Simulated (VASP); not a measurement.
Write the native input for VASP 6.6.1 that does the following.

```
Task                   : single point
Functional             : PBE
Dispersion             : D3(BJ)
Potentials or basis    : VASP PAW PBE potentials, release 64 (Ba_sv, O)
Cutoff                 : 520 eV
k mesh                 : 2 × 2 × 2
Occupations            : gaussian, width 0.15 eV
Spin                   : no spin polarisation
Dipole correction      : no
Further INCAR settings : LREAL = Auto; ALGO = Normal; EDIFF = 1e-07; NBANDS = 97
```

The structure of Ba16O (a cell with a defect) lies in POSCAR:

```
Ba16O
1.0
   10.0400000000      0.0000000000      0.0000000000
    0.0000000000     10.0400000000      0.0000000000
    0.0000000000      0.0000000000     10.0400000000
Ba O
16 1
Direct
   -0.0020057769      0.0034763944      0.0238383466
    0.5141229084     -0.0028874502     -0.0024670319
    0.0056161355      0.4902656375     -0.0020571713
   -0.0020004980      0.0034719124      0.4753834661
    0.2431771912      0.2197945219      0.2495940239
    0.4945118526      0.5046169323     -0.0011526892
    0.5141137450     -0.0028757968      0.5016449203
    0.7380942231      0.2636957171      0.2495748008
    0.0056285857      0.4902620518      0.5012550797
    0.2313320717      0.7737805777      0.2496053785
    0.2580211155      0.2440519920      0.7496264940
    0.4944951195      0.5046063745      0.5003483068
    0.7599957171      0.7453626494      0.2495798805
    0.7477957171      0.2558463147      0.7496095618
    0.2477955179      0.7548991036      0.7496221116
    0.7582602590      0.7429549801      0.7496008964
    0.0800400398      0.9691105578      0.2496117530
```

The input as run:

INCAR

```
ALGO = Normal
EDIFF = 1E-7
ENCUT = 520
GGA = PE
ISIF = 2
ISMEAR = 0
IVDW = 12
LASPH = True
LCHARG = False
LREAL = Auto
LWAVE = False
NBANDS = 97
NELM = 60
PREC = Accurate
SIGMA = 0.15
```

KPOINTS

```
k-points
0
Gamma
  2 2 2
```

Potentials or basis: VASP PAW PBE potentials, release 64 (Ba_sv, O).

Launch:

```sh
$ cat potpaw_PBE.64/Ba_sv/POTCAR potpaw_PBE.64/O/POTCAR > POTCAR
$ mpirun -np 1 vasp_std > vasp.out
```

Results of the run:

| Item | Value |
| --- | --- |
| Pressure | -0.2 GPa |
| Largest force | 0.355 eV/Å |
| Band gap on the k mesh | zero (bands 83 and 84 overlap by 0.43 eV) |
| Dispersion energy per atom | -0.192 eV |

Caveat: spin-orbit coupling is left out, which moves the levels of the heavy elements.

Run time: 35 min on 1 thread of Oxide Virtual Turin-like Processor, on a shared host, peak memory 1.2 GiB.
